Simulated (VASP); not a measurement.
SiO2 (Cristobalite):

```
Si O
1.0
     4.90280    0.00000    0.00000
     0.00000    4.90280    0.00000
     0.00000    0.00000    6.77820
Si O
4 8
Cartesian
  1.5130 1.5130 0.0000
  0.9384 3.9644 1.6946
  3.3898 3.3898 3.3891
  3.9644 0.9384 5.0837
  1.1590 0.5874 1.2675
  1.8640 3.6104 2.9621
  3.7438 4.3154 4.6566
  3.0388 1.2924 6.3512
  3.6104 1.8640 3.8161
  4.3154 3.7438 2.1216
  1.2924 3.0388 0.4270
  0.5874 1.1590 5.5107
```

```yaml
Program: VASP 6.6.1
Task: relaxation of the atoms
Functional: PBE
Potentials_or_basis: VASP PAW PBE potentials, release 64 (Si, O)
Cutoff: 520 eV
k_mesh: 5 × 5 × 4
Occupations: fermi-dirac, width 0.02 eV
Spin: no spin polarisation
```

At the start: pressure 8.7 GPa; volume 13.58 Å³/atom.

Q: Where does the relaxation end?

A: Over 16 steps the energy falls by 10.9 meV/atom; space group P4_12_12 (No. 92, to 0.05 Å).

The path:
| step | energy change (eV) | largest force (eV/Å) | pressure (GPa) |
| --- | --- | --- | --- |
| 1 | 0.0000 | 0.5246 | 8.74 |
| 2 | -0.0471 | 0.7392 | 6.53 |
| 3 | -0.0487 | 0.5934 | 6.86 |
| 4 | -0.0847 | 0.4465 | 5.59 |
| 5 | -0.1084 | 0.2249 | 3.51 |
| 6 | -0.1122 | 0.1667 | 3.49 |
| 7 | -0.1201 | 0.1722 | 3.44 |
| 8 | -0.1191 | 0.3607 | 3.33 |
| 9 | -0.1224 | 0.2333 | 3.39 |
| 10 | -0.1249 | 0.1721 | 3.34 |
| 11 | -0.1277 | 0.0793 | 3.22 |
| 12 | -0.1281 | 0.0737 | 3.15 |
| 13 | -0.1292 | 0.0570 | 2.96 |
| 14 | -0.1304 | 0.0240 | 2.58 |
| 15 | -0.1298 | 0.0457 | 1.82 |
| 16 | -0.1307 | 0.0097 | 2.31 |

Final structure:
```cif
data_structure
_symmetry_space_group_name_H-M 'P 1'
_symmetry_Int_Tables_number 1
_cell_length_a 4.9028
_cell_length_b 4.9028
_cell_length_c 6.7782
_cell_angle_alpha 90.000
_cell_angle_beta 90.000
_cell_angle_gamma 90.000
_cell_volume 162.93
loop_
_atom_site_label
_atom_site_type_symbol
_atom_site_fract_x
_atom_site_fract_y
_atom_site_fract_z
_atom_site_occupancy
Si1 Si 0.31310 0.31310 0.00000 1
Si2 Si 0.18690 0.81310 0.25000 1
Si3 Si 0.68690 0.68690 0.50000 1
Si4 Si 0.81310 0.18690 0.75000 1
O1 O 0.23361 0.13142 0.19240 1
O2 O 0.36858 0.73361 0.44240 1
O3 O 0.76639 0.86858 0.69240 1
O4 O 0.63142 0.26639 0.94240 1
O5 O 0.73361 0.36858 0.55760 1
O6 O 0.86858 0.76639 0.30760 1
O7 O 0.26639 0.63142 0.05760 1
O8 O 0.13142 0.23361 0.80760 1
```
